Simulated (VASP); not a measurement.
# TlCl (Pm-3m) in VASP: further runs

TlCl is run at these levels: LDA; tasks: single point, relaxation of cell and atoms.

Everything below comes from runs of VASP 6.6.1. Logs are shortened: lines on timing, memory, paths and dates and some standing lists are left out, and cuts for length are marked.

## 1. The cell of the first run

It takes space group Pm-3m (No. 221, cubic). Conventional cell: a = 3.694 Å, b = 3.694 Å, c = 3.694 Å, α = 90.00°, β = 90.00°, γ = 90.00°. Tl (site symmetry m-3m) has 8 Cl at 3.20 Å and 6 Tl at 3.69 Å within 4.2 Å. Within 4.2 Å of Cl (site symmetry m-3m) lie 8 Tl at 3.20 Å and 6 Cl at 3.69 Å.

## 2. Single point, LDA

INCAR reads:

```
SYSTEM = TlCl
ALGO = Normal
EDIFF = 1E-6
ENCUT = 500
GGA = CA
GGA_COMPAT = .FALSE.
ISIF = 2
ISMEAR = -1
LASPH = .TRUE.
LCHARG = .FALSE.
LREAL = .FALSE.
LWAVE = .FALSE.
NBANDS = 17
NELM = 120
PREC = Accurate
SIGMA = 0.05
```

KPOINTS reads:

```
k-points
0
G
  10 10 10
  0 0 0
```

POSCAR reads:

```
TlCl
1.0
    3.6938912584      0.0000000000      0.0000000000
    0.0000000000      3.6938912584      0.0000000000
    0.0000000000      0.0000000000      3.6938912584
Tl Cl
1 1
Direct
    0.0000000000      0.0000000000      0.0000000000
    0.5000000000      0.5000000000      0.5000000000
```

Potentials or basis: VASP PAW LDA potentials, release 64 (Tl_d, Cl).

Command:

```console
$ cat potpaw_LDA.64/Tl_d/POTCAR potpaw_LDA.64/Cl/POTCAR > POTCAR
$ mpirun -np 1 vasp_std > vasp.out
```

OUTCAR:

```text
SYSTEM = TlCl
   EDIFF = 1E-6
   ENCUT = 500
   GGA = CA
   ISIF = 2
   ISMEAR = -1
   LASPH = .TRUE.
   LREAL = .FALSE.
   NELM = 120
   PREC = Accurate

 ion  position               nearest neighbor table
   1  0.000  0.000  0.000-   2 3.20   2 3.20   2 3.20   2 3.20   2 3.20   2 3.20   2 3.20   2 3.20

   2  0.500  0.500  0.500-   1 3.20   1 3.20   1 3.20   1 3.20   1 3.20   1 3.20   1 3.20   1 3.20

  LATTYP: Found a simple cubic cell.
 ALAT       =     3.6938912584

  Lattice vectors:

 A1 = (   3.6938912584,   0.0000000000,   0.0000000000)
 A2 = (   0.0000000000,   3.6938912584,   0.0000000000)
 A3 = (   0.0000000000,   0.0000000000,   3.6938912584)

Analysis of symmetry for initial positions (statically):
=====================================================================
 Subroutine PRICEL returns:
 Original cell was already a primitive cell.

 Routine SETGRP: Setting up the symmetry group for a
 simple cubic supercell.

 Subroutine GETGRP returns: Found 48 space group operations
 (whereof 48 operations were pure point group operations)
 out of a pool of 48 trial point group operations.

The static configuration has the point symmetry O_h .

Analysis of symmetry for dynamics (positions and initial velocities):
=====================================================================
 Subroutine PRICEL returns:
 Original cell was already a primitive cell.

 Routine SETGRP: Setting up the symmetry group for a
 simple cubic supercell.

 Subroutine GETGRP returns: Found 48 space group operations
 (whereof 48 operations were pure point group operations)
 out of a pool of 48 trial point group operations.

The dynamic configuration has the point symmetry O_h .

 Subroutine INISYM returns: Found 48 space group operations
 (whereof 48 operations are pure point group operations),
 and found     1 'primitive' translations

----------------------------------------------------------------------------------------

                                     Primitive cell

  volume of cell :      50.4025

  direct lattice vectors                    reciprocal lattice vectors
     3.693891258  0.000000000  0.000000000     0.270717227  0.000000000  0.000000000
     0.000000000  3.693891258  0.000000000     0.000000000  0.270717227  0.000000000
     0.000000000  0.000000000  3.693891258     0.000000000  0.000000000  0.270717227

  length of vectors
     3.693891258  3.693891258  3.693891258     0.270717227  0.270717227  0.270717227

  position of ions in fractional coordinates (direct lattice)
     0.000000000  0.000000000  0.000000000
     0.500000000  0.500000000  0.500000000

  ion indices of the primitive-cell ions
   primitive index   ion index
                 1           1
                 2           2

----------------------------------------------------------------------------------------

 KPOINTS: k-points

Automatic generation of k-mesh.
 Grid dimensions read from file:
 generate k-points for:   10   10   10

 Generating k-lattice:

  Cartesian coordinates                     Fractional coordinates (reciprocal lattice)
     0.027071723  0.000000000  0.000000000     0.100000000  0.000000000  0.000000000
     0.000000000  0.027071723  0.000000000     0.000000000  0.100000000  0.000000000
     0.000000000  0.000000000  0.027071723     0.000000000  0.000000000  0.100000000

  Length of vectors
     0.027071723  0.027071723  0.027071723

  Shift w.r.t. Gamma in fractional coordinates (k-lattice)
     0.000000000  0.000000000  0.000000000

 Subroutine IBZKPT returns following result:
 ===========================================

 Found     56 irreducible k-points:

 Following reciprocal coordinates:
            Coordinates               Weight
  0.000000  0.000000  0.000000      1.000000
  0.100000  0.000000  0.000000      6.000000
  0.200000  0.000000  0.000000      6.000000
  0.300000  0.000000  0.000000      6.000000
  0.400000  0.000000  0.000000      6.000000
  0.500000  0.000000  0.000000      3.000000
[... 16 lines left out ...]
  0.200000  0.100000  0.100000     24.000000
  0.300000  0.100000  0.100000     24.000000
 [... further k-points ...]
   k-points           NKPTS =     56   k-points in BZ     NKDIM =     56   number of bands    NBANDS=     17
   number of dos      NEDOS =    301   number of ions     NIONS =      2
   total plane-waves  NPLWV =  21952
   dimension x,y,z NGX =    28 NGY =   28 NGZ =   28
   dimension x,y,z NGXF=    56 NGYF=   56 NGZF=   56
   ions per type =               1   1
   NGX,Y,Z   is equivalent  to a cutoff of  12.60, 12.60, 12.60 a.u.
   NGXF,Y,Z  is equivalent  to a cutoff of  25.20, 25.20, 25.20 a.u.
 SYSTEM =  TlCl
   PREC   = accura    normal or accurate (medium, high low for compatibility)
   ISTART =      0    job   : 0-new  1-cont  2-samecut
   ICHARG =      2    charge: 1-file 2-atom 10-const
   ISPIN  =      1    spin polarized calculation?
   LNONCOLLINEAR =      F non collinear calculations
   LSORBIT =      F    spin-orbit coupling
   LASPH  =      T    aspherical Exc in radial PAW
   ENCUT  =  500.0 eV  36.75 Ry    6.06 a.u.   6.73  6.73  6.73*2*pi/ulx,y,z
   NELM   =    120;   NELMIN=  2; NELMDL= -5     # of ELM steps
   EDIFF  = 0.1E-05   stopping-criterion for ELM
   LREAL  =      F    real-space projection
   EDIFFG = 0.1E-04   stopping-criterion for IOM
   NSW    =      0    number of steps for IOM
   IBRION =     -1    ionic relax: 0-MD 1-quasi-New 2-CG
   NFREE  =      0    steps in history (QN), initial steepest desc. (CG)
   ISIF   =      2    stress and relaxation
   ISYM   =      2    0-nonsym 1-usesym 2-fastsym
   POTIM  = 0.5000    time-step for ionic-motion
   TEBEG  =    0.0;   TEEND  =   0.0 temperature during run
   PSTRESS=    0.0 pullay stress
   NELECT =      20.0000    total number of electrons
   NUPDOWN=      -1.0000    fix difference up-down
   EMIN   =  10.00;   EMAX   =-10.00  energy-range for DOS
   EFERMI =   0.00;   METHOD = LEGACY
   ISMEAR =    -1;   SIGMA  =   0.05  broadening in eV -4-tet -1-fermi 0-gaus
   EFERMI_NEDOS =   21; number of points for ismear=-14 and -15
   IALGO  =     38    algorithm
   IMIX   =      4    mixing-type and parameters
     AMIX     =   0.40;   BMIX     =  1.00
     AMIX_MAG =   1.60;   BMIX_MAG =  1.00
  volume/ion in A,a.u.               =      25.20       170.07
  Fermi-wavevector in a.u.,A,eV,Ry     =   1.203005  2.273350 19.690634  1.447221
  Thomas-Fermi vector in A             =   2.338770
   LORBIT       =      0    0 simple, 1 ext, 2 COOP (PROOUT), +10 PAW based schemes
   GGA     = CA    functional components
   LHFCALC =     F    Hartree Fock is set to
   AEXX    =    0.0000 exact exchange contribution
   IVDW    =     0    specifies the selected vdW correction
   LEPSILON=     F    determine dielectric tensor
   LRPA    =     F    only Hartree local field effects (RPA)
 non-spin polarized calculation
  energy-cutoff  :      500.00
  volume of cell :       50.40
 maximum number of plane-waves:      1328
 NGX is ok and might be reduce to    28
   NGX = 13   NGY = 13   NGZ = 13

 number of electron      19.9999999 magnetization

 Free energy of the ion-electron system (eV)
  ---------------------------------------------------
  ext. energy  EPLUGINS =         0.00000000
  ---------------------------------------------------
  free energy    TOTEN  =        -7.00659517 eV

  energy without entropy =       -7.00659516  energy(sigma->0) =       -7.00659517

 E-fermi :   4.6242     XC(G=0): -10.1288

 val. band max:        3.8491723769   @ k =   0.5000   0.0000   0.0000
 cond. band min:       5.3935300908   @ k =   0.5000   0.0000   0.0000
 fundamental gap:      1.5443577139
 Fermi energy:         4.6241787920

 k-point     1 :       0.0000    0.0000    0.0000
  band No.  band energies     occupation
      1     -10.6219      2.00000
      2      -6.3991      2.00000
      3      -6.3991      2.00000
      4      -6.0573      2.00000
      5      -6.0573      2.00000
      6      -6.0573      2.00000
[... 9 lines left out ...]
     16      17.4014      0.00000
     17      18.0244      0.00000

 k-point     2 :       0.1000    0.0000    0.0000
  band No.  band energies     occupation
      1     -10.5885      2.00000
      2      -6.3968      2.00000
      3      -6.3760      2.00000
      4      -6.0696      2.00000
      5      -6.0696      2.00000
      6      -6.0561      2.00000
[... 9 lines left out ...]
     16      17.9016      0.00000
     17      17.9250      0.00000

 k-point     3 :       0.2000    0.0000    0.0000
  band No.  band energies     occupation
      1     -10.4985      2.00000
      2      -6.3908      2.00000
      3      -6.3174      2.00000
      4      -6.1015      2.00000
      5      -6.1015      2.00000
      6      -6.0532      2.00000
[... 9 lines left out ...]
     16      17.5917      0.00000
     17      17.9417      0.00000

 k-point     4 :       0.3000    0.0000    0.0000
  band No.  band energies     occupation
      1     -10.3810      2.00000
      2      -6.3833      2.00000
      3      -6.2503      2.00000
      4      -6.1403      2.00000
      5      -6.1403      2.00000
      6      -6.0496      2.00000
[... 9 lines left out ...]
     16      16.4437      0.00000
     17      17.8929      0.00000
[... 343 lines left out ...]
      1     -10.5263      2.00000
      2      -6.3603      2.00000
      3      -6.3603      2.00000
      4      -6.0799      2.00000
      5      -6.0785      2.00000
      6      -6.0785      2.00000
[... 9 lines left out ...]
     16      17.3158      0.00000
     17      17.3173      0.00000

 k-point    23 :       0.2000    0.1000    0.1000
  band No.  band energies     occupation
      1     -10.4443      2.00000
      2      -6.3543      2.00000
      3      -6.2989      2.00000
      4      -6.1120      2.00000
      5      -6.1008      2.00000
      6      -6.0752      2.00000
[... 9 lines left out ...]
     16      16.6271      0.00000
     17      17.4228      0.00000

 k-point    24 :       0.3000    0.1000    0.1000
  band No.  band energies     occupation
      1     -10.3382      2.00000
      2      -6.3468      2.00000
      3      -6.2280      2.00000
      4      -6.1528      2.00000
      5      -6.1244      2.00000
      6      -6.0706      2.00000
[... 9 lines left out ...]
     16      16.2798      0.00000
     17      17.1472      0.00000

 [... further k-points ...]

------------------------ aborting loop because EDIFF is reached ----------------------------------------

  FORCE on cell =-STRESS in cart. coord.  units (eV):
  Direction    XX          YY          ZZ          XY          YZ          ZX
  --------------------------------------------------------------------------------------
  -------------------------------------------------------------------------------------
  Total        0.0012101      0.0012101      0.0012101     -0.0000000     -0.0000000     -0.0000000
  in kB        0.0384661      0.0384661      0.0384661     -0.0000000     -0.0000000     -0.0000000
  external PRESSURE =       0.0384661 kB  Pullay stress =       0.0000000 kB

 VOLUME and BASIS-vectors are now :
 -----------------------------------------------------------------------------
  energy-cutoff  :      500.00
  volume of cell :       50.40
      direct lattice vectors                 reciprocal lattice vectors
     3.693891258  0.000000000  0.000000000     0.270717227  0.000000000  0.000000000
     0.000000000  3.693891258  0.000000000     0.000000000  0.270717227  0.000000000
     0.000000000  0.000000000  3.693891258     0.000000000  0.000000000  0.270717227

 POSITION                                       TOTAL-FORCE (eV/Angst)
 -----------------------------------------------------------------------------------
      0.00000      0.00000      0.00000         0.000000      0.000000      0.000000
      1.84695      1.84695      1.84695         0.000000      0.000000      0.000000
 -----------------------------------------------------------------------------------
    total drift:                               -0.000000      0.000000      0.000000

  FREE ENERGIE OF THE ION-ELECTRON SYSTEM (eV)
  ---------------------------------------------------
  free  energy   TOTEN  =        -7.0065951660 eV

  energy  without entropy=       -7.0065951640  energy(sigma->0) =       -7.00659517
```

It took 17 s on 1 thread of Intel Xeon 6975P-C (Granite Rapids), shared host; peak memory 0.17 GiB.

What came out:

```
Free energy            : -7.0066 eV
Pressure               : 0.0 GPa
Band gap on the k mesh : 1.54 eV
```

Caveat: spin-orbit coupling is left out, which moves the levels of the heavy elements. A k mesh can miss the band edges.

## 3. Relaxation of cell and atoms, LDA

This run uses another cell than the first one, of 28.18 Å³/atom.

INCAR reads:

```
PREC = Accurate
ENCUT = 500
EDIFF = 1E-7
ISMEAR = -1
SIGMA = 0.05
LREAL = False
LASPH = True
NELM = 120
ALGO = Normal
ISIF = 3
LWAVE = False
LCHARG = False
IBRION = 2
NSW = 100
EDIFFG = -0.002
GGA_COMPAT = False
NELMIN = 4
```

KPOINTS reads:

```
Automatic mesh
0
Gamma
  10 10 10
```

POSCAR reads:

```
TlCl
1.0
    3.8340000000      0.0000000000      0.0000000000
    0.0000000000      3.8340000000      0.0000000000
    0.0000000000      0.0000000000      3.8340000000
Tl Cl
1 1
Direct
    0.0000000000      0.0000000000      0.0000000000
    0.5000000000      0.5000000000      0.5000000000
```

Potentials or basis: VASP PAW LDA potentials, release 64 (Tl_d, Cl).

Command:

```console
$ cat potpaw_LDA.64/Tl_d/POTCAR potpaw_LDA.64/Cl/POTCAR > POTCAR
$ mpirun -np 1 vasp_std > vasp.out
```

OUTCAR:

```text
PREC = Accurate
   ENCUT = 500
   EDIFF = 1E-7
   ISMEAR = -1
   LREAL = False
   LASPH = True
   NELM = 120
   ISIF = 3
   IBRION = 2
   NSW = 100
   EDIFFG = -0.002
   NELMIN = 4

 ion  position               nearest neighbor table
   1  0.000  0.000  0.000-   2 3.32   2 3.32   2 3.32   2 3.32   2 3.32   2 3.32   2 3.32   2 3.32

   2  0.500  0.500  0.500-   1 3.32   1 3.32   1 3.32   1 3.32   1 3.32   1 3.32   1 3.32   1 3.32

  LATTYP: Found a simple cubic cell.
 ALAT       =     3.8340000000

  Lattice vectors:

 A1 = (   3.8340000000,   0.0000000000,   0.0000000000)
 A2 = (   0.0000000000,   3.8340000000,   0.0000000000)
 A3 = (   0.0000000000,   0.0000000000,   3.8340000000)

Analysis of symmetry for initial positions (statically):
=====================================================================
 Subroutine PRICEL returns:
 Original cell was already a primitive cell.

[... 163 lines left out ...]

 Free energy of the ion-electron system (eV)
  ---------------------------------------------------
  ext. energy  EPLUGINS =         0.00000000
  ---------------------------------------------------
  free energy    TOTEN  =        -6.94335349 eV

  energy without entropy =       -6.94335349  energy(sigma->0) =       -6.94335349

 E-fermi :   3.4114     XC(G=0):  -9.5959

 val. band max:        2.4742857171   @ k =   0.5000   0.0000   0.0000
 cond. band min:       4.3170710843   @ k =   0.5000   0.0000   0.0000
 fundamental gap:      1.8427853672
 Fermi energy:         3.4113872607
[... 968 lines left out ...]
--------------------------------------- Ionic step        5  -------------------------------------------

 number of electron      19.9999999 magnetization

 Free energy of the ion-electron system (eV)
  ---------------------------------------------------
  ext. energy  EPLUGINS =         0.00000000
  ---------------------------------------------------
  free energy    TOTEN  =        -7.00950834 eV

  energy without entropy =       -7.00950834  energy(sigma->0) =       -7.00950834

 E-fermi :   4.6182     XC(G=0): -10.1271

 val. band max:        3.8444313527   @ k =   0.5000   0.0000   0.0000
 cond. band min:       5.3900005741   @ k =   0.5000   0.0000   0.0000
 fundamental gap:      1.5455692214
 Fermi energy:         4.6181502828
[... 437 lines left out ...]
  FREE ENERGIE OF THE ION-ELECTRON SYSTEM (eV)
  ---------------------------------------------------
  free  energy   TOTEN  =        -7.0095083415 eV

  energy  without entropy=       -7.0095083395  energy(sigma->0) =       -7.00950834

 reached required accuracy - stopping structural energy minimisation
```

Run time: 36 s. Hardware: 1 thread of Intel Xeon 6975P-C (Granite Rapids), shared host; peak memory 0.17 GiB.

Results:

```yaml
Free_energy: -7.0095 eV
Relaxed_volume: 25.21 Å³/atom
Relaxed_cell: a = 3.694 Å, b = 3.694 Å, c = 3.694 Å, α = 90.00°, β = 90.00°, γ = 90.00°
Space_group_after_relaxing_to_0.1_Å: Pm-3m (No. 221)
Energy_gained_by_relaxing: 33.1 meV/atom
Ionic_steps: 5
Pressure_after_relaxing: 0.0 GPa
Band_gap_on_the_k_mesh: 1.55 eV
```

The path:
| step | energy change (eV) | largest force (eV/Å) | pressure (GPa) | volume (Å³) |
| --- | --- | --- | --- | --- |
| 1 | 0.0000 | 0.0000 | -3.19 | 56.36 |
| 2 | -0.0612 | 0.0000 | -1.03 | 51.91 |
| 3 | -0.0661 | 0.0000 | -0.06 | 50.50 |
| 4 | -0.0662 | 0.0000 | 0.02 | 50.39 |
| 5 | -0.0662 | 0.0000 | 0.00 | 50.42 |

Final structure:
```
Tl Cl
1.0
     3.69431    0.00000    0.00000
     0.00000    3.69431    0.00000
     0.00000    0.00000    3.69431
Tl Cl
1 1
Direct
  0.00000 0.00000 0.00000
  0.50000 0.50000 0.50000
```

Caveat: spin-orbit coupling is left out, which moves the levels of the heavy elements. LDA usually gives volumes a few per cent too small.

## 4. Single point, LDA, non-collinear spin, zero start, spin-orbit coupling

This run uses another cell than the first one, of 24.83 Å³/atom.

INCAR reads:

```
SYSTEM = TlCl
ALGO = Normal
EDIFF = 1E-6
ENCUT = 500
GGA_COMPAT = .FALSE.
ISIF = 2
ISMEAR = 0
LASPH = .TRUE.
LCHARG = .FALSE.
LORBIT = 11
LORBMOM = .TRUE.
LREAL = .FALSE.
LSORBIT = .TRUE.
LWAVE = .FALSE.
MAGMOM = 0 0 0 0 0 0
NBANDS = 32
NELM = 200
PREC = Accurate
SIGMA = 0.01
```

KPOINTS reads:

```
k-points
0
G
  6 6 6
  0 0 0
```

POSCAR reads:

```
TlCl
1.0
    3.6754218021      0.0000000000      0.0000000000
    0.0000000000      3.6754218021      0.0000000000
    0.0000000000      0.0000000000      3.6754218021
Tl Cl
1 1
Direct
    0.0000000000      0.0000000000      0.0000000000
    0.5000000000      0.5000000000      0.5000000000
```

Command:

```console
$ cat potpaw_LDA.64/Tl_d/POTCAR potpaw_LDA.64/Cl/POTCAR > POTCAR
$ mpirun -np 1 vasp_ncl > vasp.out
```

Run time: 26 s. Hardware: 1 thread of Intel Xeon 6975P-C (Granite Rapids), shared host; peak memory 0.22 GiB.

Results (log left out):

* Free energy: -7.1971 eV
* Pressure: 0.4 GPa
* Net moment: 0.00 μB per cell
* Valence electrons inside the program's atomic spheres: Tl 11.14; Cl 5.07

Moments on the atoms (μB; x, y, z):
```
Tl  0.00 0.00 0.00
Cl  0.00 0.00 0.00
```

## 5. Single point, LDA, non-collinear spin, zero start, spin-orbit coupling

INCAR reads:

```
PREC = Accurate
ENCUT = 500
EDIFF = 1E-6
ISMEAR = 0
SIGMA = 0.01
LREAL = F
LASPH = T
NELM = 200
ALGO = Normal
ISIF = 2
LWAVE = F
LCHARG = F
LNONCOLLINEAR = T
MAGMOM = 0 0 0 0 0 0
LORBIT = 11
LSORBIT = T
GGA_COMPAT = F
LORBMOM = T
GGA = CA
NBANDS = 32
```

KPOINTS reads:

```
regular mesh
0
Gamma
  6 6 6
```

POSCAR reads:

```
TlCl
1.0
    3.6938912584      0.0000000000      0.0000000000
    0.0000000000      3.6938912584      0.0000000000
    0.0000000000      0.0000000000      3.6938912584
Tl Cl
1 1
Direct
    0.0000000000      0.0000000000      0.0000000000
    0.5000000000      0.5000000000      0.5000000000
```

Command:

```console
$ cat potpaw_LDA.64/Tl_d/POTCAR potpaw_LDA.64/Cl/POTCAR > POTCAR
$ mpirun -np 1 vasp_ncl > vasp.out
```

Wall time 32 s (1 thread of Intel Xeon 6975P-C (Granite Rapids), shared host); peak memory 0.22 GiB.

It converged, with:

| Quantity | Value |
| --- | --- |
| Free energy | -7.1981 eV |
| Pressure | -0.2 GPa |
| Net moment | 0.00 μB per cell |
| Valence electrons inside the program's atomic spheres | Tl 11.13; Cl 5.07 |

Moments on the atoms (μB; x, y, z):
```
Tl  0.00 0.00 0.00
Cl  0.00 0.00 0.00
```

## 6. Summary

```csv
task,spin,cell,k mesh,smearing,gap on the mesh (eV),pressure (GPa),moment (μB)
single point,off,"a = 3.694 Å, 2 atoms",10 × 10 × 10,fermi-dirac 0.05 eV,1.54,0.0,-
relaxation of cell and atoms,off,"relaxed from a = 3.834 Å, 2 atoms",10 × 10 × 10,fermi-dirac 0.05 eV,1.55,0.0,-
single point,"non-collinear, zero start, SOC","a = 3.675 Å, 2 atoms",6 × 6 × 6,gaussian 0.01 eV,-,0.4,0.00
single point,"non-collinear, zero start, SOC","a = 3.694 Å, 2 atoms",6 × 6 × 6,gaussian 0.01 eV,-,-0.2,0.00
```

Alike in all rows: level LDA; potentials or basis VASP PAW LDA potentials, release 64 (Tl_d, Cl); cutoff (eV) 500.

Caveats: spin-orbit coupling is left out, which moves the levels of the heavy elements (at least some runs).

Absolute energies hang on the potentials; compare differences alone.
